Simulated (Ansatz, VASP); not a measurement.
## S: VASP beside Ansatz

INCAR

```
ALGO     = Normal         # electronic algorithm
EDIFF    = 1E-6           # SCF threshold, eV
ENCUT    = 520            # plane-wave cutoff, eV
GGA      = PE             # functional
ISIF     = 2              # what is computed and relaxed
ISMEAR   = -1             # smearing method
LASPH    = T              # aspherical terms in the spheres
LCHARG   = F              # write CHGCAR
LREAL    = F              # projectors in reciprocal space
LWAVE    = F              # write WAVECAR
NBANDS   = 9              # bands
NELM     = 80             # most SCF steps
PREC     = Accurate       # precision mode
SIGMA    = 0.1            # smearing width, eV
```

Contents of KPOINTS:

```
k-points
0
Gamma
  16 16 16
```

Contents of POSCAR:

```
S
1.0
   -1.5138519307      1.5138519307      1.5138519307
    1.5138519307     -1.5138519307      1.5138519307
    1.5138519307      1.5138519307     -1.5138519307
S
1
Direct
    0.0000000000      0.0000000000      0.0000000000
```

Input for Ansatz:

```yaml
crystal:
  lattice:
    - [-1.5138519307, 1.5138519307, 1.5138519307]
    - [1.5138519307, -1.5138519307, 1.5138519307]
    - [1.5138519307, 1.5138519307, -1.5138519307]
  atoms:
    - { symbol: S, position: [0.0, 0.0, 0.0] }
kpoints:
  mp_grid: { grid: [16, 16, 16] }
scf:
  occupations: { method: fermi_dirac, width: 0.1 }
hamiltonian:
  xc: pbe
  pseudopotentials: { kind: all_electron, lapw: { basis_error: 0.001 } }
output:
  forces: true
  stress: true
  eigenvalues: true
  populations: true
```

Change from the starting cell: volume scaled by 0.88, LAPW.

Alike in both runs: task single point; functional PBE; k mesh 16 × 16 × 16; occupations fermi-dirac, width 0.1 eV; no spin polarisation.

|  | VASP | Ansatz |
| --- | --- | --- |
| version | VASP 6.6.1 | Ansatz 0.2.0 |
| potentials or method | VASP PAW PBE potentials, release 64 (S), cutoff 520 eV | all-electron LAPW, scalar-relativistic |

```csv
,VASP,Ansatz,Ansatz less VASP
pressure (GPa),13.4,13.7,+0.31
```

Ansatz ran all-electron here, and VASP with PAW potentials.
